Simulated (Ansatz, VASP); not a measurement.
One calculation of InPd, two programs

```
In Pd
1.0
     3.08823    0.00000    0.00000
     0.00000    3.08823    0.00000
     0.00000    0.00000    3.08823
In Pd
1 1
Direct
  0.50000 0.50000 0.50000
  0.00000 0.00000 0.00000
```

Alike in both runs: task relaxation of cell and atoms; functional r2SCAN; k mesh 6 × 6 × 6; occupations gaussian, width 0.1 eV; no spin polarisation.

|  | VASP | Ansatz |
| --- | --- | --- |
| version | VASP 6.6.1 | Ansatz 0.2.0 |
| potentials or method | VASP PAW PBE potentials, release 64 (In_d, Pd), cutoff 600 eV | scalar-relativistic, plane waves, PAW |
| valence electrons in the cell | 23 | 31 |

VASP gave:

* gap on the k mesh at the Fermi level, each at its own relaxed structure (eV): none
* relaxed volume (Å³/atom): 17.53
* relaxed length of the cell vector where the two differ most in proportion (Å): 3.273

**Question.** Estimate Ansatz's values.

**Answer.** gap on the k mesh at the Fermi level, each at its own relaxed structure (eV): none; relaxed volume (Å³/atom): 17.45; relaxed length of the cell vector where the two differ most in proportion (Å): 3.268.

VASP's potentials were made for PBE, not for r2SCAN. A gap of «none» marks a metal or a gap that the smearing closes. VASP's potentials hold 23 valence electrons a cell and Ansatz's 31, so a difference there can come from the potentials and not from the codes.

Noted on VASP's run: the volume moved by over 15 % at a fixed basis, so the end points are rough.
